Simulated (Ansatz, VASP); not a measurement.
Si: VASP beside Ansatz

The input INCAR:

```
SYSTEM = Si
  PREC = Accurate
  ENCUT = 520
  EDIFF = 1E-6
  ISMEAR = -1
  SIGMA = 0.02
  LREAL = .False.
  LASPH = .True.
  NELM = 80
  ALGO = Normal
  ISIF = 2
  LWAVE = .False.
  LCHARG = .False.
  GGA = PE
  NBANDS = 26
```

File KPOINTS:

```
Automatic mesh
0
Gamma
  12 12 2
  0 0 0
```

Contents of POSCAR:

```
Si
1.0
    3.8401748445      0.0000000000      0.0000000000
   -1.9200874223      3.3256889703      0.0000000000
    0.0000000000      0.0000000000     12.6236709107
Si
8
Direct
    0.0000000000      0.0000000000      0.0005516775
    0.3333333333      0.6666666667      0.2496687365
    0.0000000000      0.0000000000      0.5005516775
    0.6666666667      0.3333333333      0.7496687365
    0.0000000000      0.0000000000      0.1869483225
    0.3333333333      0.6666666667      0.4378312635
    0.0000000000      0.0000000000      0.6869483225
    0.6666666667      0.3333333333      0.9378312635
```

Input for Ansatz:

```yaml
crystal:
  lattice:
    - [3.8401748445, 0.0, 0.0]
    - [-1.9200874223, 3.3256889703, 0.0]
    - [0.0, 0.0, 12.6236709107]
  atoms:
    - { symbol: Si, position: [0.0, 0.0, 0.0005516775] }
    - { symbol: Si, position: [0.3333333333, 0.6666666667, 0.2496687365] }
    - { symbol: Si, position: [0.0, 0.0, 0.5005516775] }
    - { symbol: Si, position: [0.6666666667, 0.3333333333, 0.7496687365] }
    - { symbol: Si, position: [0.0, 0.0, 0.1869483225] }
    - { symbol: Si, position: [0.3333333333, 0.6666666667, 0.4378312635] }
    - { symbol: Si, position: [0.0, 0.0, 0.6869483225] }
    - { symbol: Si, position: [0.6666666667, 0.3333333333, 0.9378312635] }
kpoints:
  mp_grid: { grid: [12, 12, 2] }
  band_path:
    path:
      - [[0.0, 0.0, 0.0], [0.5, -2.923235712449e-17, 0.0], [0.3333333333333, 0.3333333333333, 0.0], [0.0, 0.0, 0.0], [0.0, 0.0, 0.5], [0.5, -2.923235712449e-17, 0.5], [0.3333333333333, 0.3333333333333, 0.5], [0.0, 0.0, 0.5]]
      - [[0.5, -2.923235712449e-17, 0.5], [0.5, -2.923235712449e-17, 0.0]]
      - [[0.3333333333333, 0.3333333333333, 0.5], [0.3333333333333, 0.3333333333333, 0.0]]
    npoints: 10
hamiltonian:
  xc: pbe
scf:
  occupations: { method: fermi_dirac, width: 0.02 }
  n_extra_bands: 6
output:
  forces: true
  stress: true
  eigenvalues: true
```

Alike in both runs: task single point; functional PBE; k mesh 12 × 12 × 2; occupations fermi-dirac, width 0.02 eV; no spin polarisation.

|  | VASP | Ansatz |
| --- | --- | --- |
| version | VASP 6.6.1 | Ansatz 0.2.0 |
| potentials or method | VASP PAW PBE potentials, release 64 (Si) | plane waves, PAW |
| plane-wave cutoff (eV) | 520 | 420 |
| valence electrons in the cell | 32 | 32 |

VASP gave:

| Quantity | Value |
| --- | --- |
| pressure (GPa) | 1.2 |
| traceless stress, the component that is largest in VASP (GPa) | -0.07 |
| rms of the force components (eV/Å) | 0.003 |

Question: Estimate Ansatz's values.

Answer: Pressure (GPa): 1.3; traceless stress, the component that is largest in VASP (GPa): -0.07; rms of the force components (eV/Å): 0.003.

Atom by atom the forces differ by 0.000 eV/Å (rms over components).
